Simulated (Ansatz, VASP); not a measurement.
# HfB in VASP and in Ansatz

```
Hf B
1.0
     0.00000    2.31000    2.31000
     2.31000    0.00000    2.31000
     2.31000    2.31000    0.00000
Hf B
1 1
Direct
  0.50000 0.50000 0.50000
  0.00000 0.00000 0.00000
```

Alike in both runs: functional LDA; k mesh 10 × 10 × 10; occupations fermi-dirac, width 0.05 eV; no spin polarisation.

|  | VASP | Ansatz |
| --- | --- | --- |
| version | VASP 6.6.1 | Ansatz 0.2.0 |
| potentials or method | VASP PAW LDA potentials, release 64 (Hf_pv, B) | Ansatz PAW |
| plane-wave cutoff (eV) | 520 | 420 |
| valence electrons in the cell | 13 | 29 |
| task | single point | band structure |

|  | VASP | Ansatz | Ansatz less VASP |
| --- | --- | --- | --- |
| gap on the k mesh at the Fermi level (eV) | none | none | - |
| pressure (GPa) | 19.7 | 17.9 | -1.80 |

LDA's correlation is that of Perdew and Zunger in VASP and of Perdew and Wang (1992) in Ansatz. A gap of «none» marks a metal or a gap that the smearing closes. VASP's potentials hold 13 valence electrons a cell and Ansatz's 29, so a difference there can come from the potentials and not from the codes.

Neither program's run includes spin-orbit coupling.
